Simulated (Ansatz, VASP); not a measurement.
**Two plane-wave programs on MgSe**

INCAR

```
SYSTEM = MgSe
  PREC = Accurate
  ENCUT = 600
  EDIFF = 1E-6
  ISMEAR = 0
  SIGMA = 0.05
  LREAL = .FALSE.
  LASPH = .TRUE.
  NELM = 120
  ALGO = Normal
  ISIF = 2
  LWAVE = .FALSE.
  LCHARG = .TRUE.
  GGA = PS
  LELF = .TRUE.
  LVHAR = .TRUE.
  NBANDS = 11
  GGA_COMPAT = .FALSE.
```

KPOINTS

```
Automatic mesh
0
G
  8 8 8
  0 0 0
```

The input POSCAR:

```
MgSe
1.0
    0.0000000000      2.7065718094      2.7065718094
    2.7065718094      0.0000000000      2.7065718094
    2.7065718094      2.7065718094      0.0000000000
Mg Se
1 1
Direct
    0.0000000000      0.0000000000      0.0000000000
    0.5000000000      0.5000000000      0.5000000000
```

Input for Ansatz:

```yaml
crystal:
  lattice:
    - [0.0, 2.7065718094, 2.7065718094]
    - [2.7065718094, 0.0, 2.7065718094]
    - [2.7065718094, 2.7065718094, 0.0]
  atoms:
    - { symbol: Mg, position: [0.0, 0.0, 0.0] }
    - { symbol: Se, position: [0.5, 0.5, 0.5] }
basis:
  ecutwfc: 420
  ecutrho_ratio: 4
kpoints:
  mp_grid: { grid: [8, 8, 8] }
hamiltonian:
  xc: pbesol
scf:
  occupations: { method: gaussian, width: 0.05 }
output:
  forces: true
  stress: true
  eigenvalues: true
```

Alike in both runs: task single point; functional PBEsol; k mesh 8 × 8 × 8; occupations gaussian, width 0.05 eV; no spin polarisation.

```csv
,VASP,Ansatz
version,VASP 6.6.1,Ansatz 0.2.0
potentials or method,"VASP PAW PBE potentials, release 64 (Mg, Se), cutoff 600 eV","scalar-relativistic, plane waves, PAW"
valence electrons in the cell,8,26
```

|  | VASP | Ansatz | Ansatz less VASP |
| --- | --- | --- | --- |
| gap on the k mesh at the Fermi level (eV) | 1.80 | 1.81 | +0.012 |
| least direct gap on the mesh (eV) | 2.64 | 2.64 | -0.002 |
| pressure (GPa) | 1.3 | 1.4 | +0.04 |

VASP's potentials were made for PBE, not for PBEsol. With one functional, cell and mesh, what is left measures potentials, basis and numerics. VASP's potentials hold 8 valence electrons a cell and Ansatz's 26, so a difference there can come from the potentials and not from the codes.
